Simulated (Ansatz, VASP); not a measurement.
CdS in VASP and in Ansatz

INCAR

```
SYSTEM = CdS
PREC     = Accurate       ! precision mode
ENCUT    = 520            ! plane-wave cutoff, eV
EDIFF    = 1E-6           ! SCF threshold, eV
ISMEAR   = 0              ! smearing method
SIGMA    = 0.1            ! smearing width, eV
LREAL    = .FALSE.        ! projectors in reciprocal space
LASPH    = .TRUE.         ! aspherical terms in the spheres
NELM     = 80             ! most SCF steps
ALGO     = Normal         ! electronic algorithm
ISIF     = 2              ! what is computed and relaxed
LWAVE    = .FALSE.        ! write WAVECAR
LCHARG   = .TRUE.         ! write CHGCAR
GGA      = PE             ! functional
LELF     = .TRUE.         ! ELF
LVHAR    = .TRUE.       
NBANDS   = 26             ! bands
```

File KPOINTS:

```
Automatic mesh
0
G
  6 6 4
  0 0 0
```

POSCAR

```
CdS
1.0
    4.0430665000      0.0000000000      0.0000000000
   -2.0215332500      3.5013983000      0.0000000000
    0.0000000000      0.0000000000      6.2019113700
Cd S
2 2
Direct
    0.0000000000      0.0000000000      0.0000000000
    0.0000000000      0.0000000000      0.5000000000
    0.3333333300      0.6666666700      0.2500000000
    0.6666666700      0.3333333300      0.7500000000
```

Input for Ansatz:

```yaml
crystal:
  lattice:
    - [4.0430665, 0.0, 0.0]
    - [-2.02153325, 3.5013983, 0.0]
    - [0.0, 0.0, 6.20191137]
  atoms:
    - { symbol: Cd, position: [0.0, 0.0, 0.0] }
    - { symbol: Cd, position: [0.0, 0.0, 0.5] }
    - { symbol: S, position: [0.33333333, 0.66666667, 0.25] }
    - { symbol: S, position: [0.66666667, 0.33333333, 0.75] }
basis:
  ecutwfc: 420
kpoints:
  mp_grid: { grid: [6, 6, 4] }
hamiltonian:
  xc: pbe
scf:
  occupations: { method: gaussian, width: 0.1 }
  lower_state_search: "off"
output:
  forces: true
  stress: true
  eigenvalues: true
```

Change from the starting cell: species swapped into the MnAs type (P6_3/mmc, No. 194).

Alike in both runs: task single point; functional PBE; k mesh 6 × 6 × 4; occupations gaussian, width 0.1 eV; no spin polarisation.

|  | VASP | Ansatz |
| --- | --- | --- |
| version | VASP 6.6.1 | Ansatz 0.2.0 |
| potentials or method | VASP PAW PBE potentials, release 64 (Cd, S), cutoff 520 eV | scalar-relativistic, plane waves, PAW |
| valence electrons in the cell | 36 | 52 |

```csv
,VASP,Ansatz,Ansatz less VASP
gap on the k mesh at the Fermi level (eV),0.30,0.30,+0.006
least direct gap on the mesh (eV),0.43,0.44,+0.006
pressure (GPa),-1.9,-2.2,-0.31
"traceless stress, the component that is largest in VASP (GPa)",3.72,3.72,+0.005
```

VASP's potentials hold 36 valence electrons a cell and Ansatz's 52, so a difference there can come from the potentials and not from the codes.
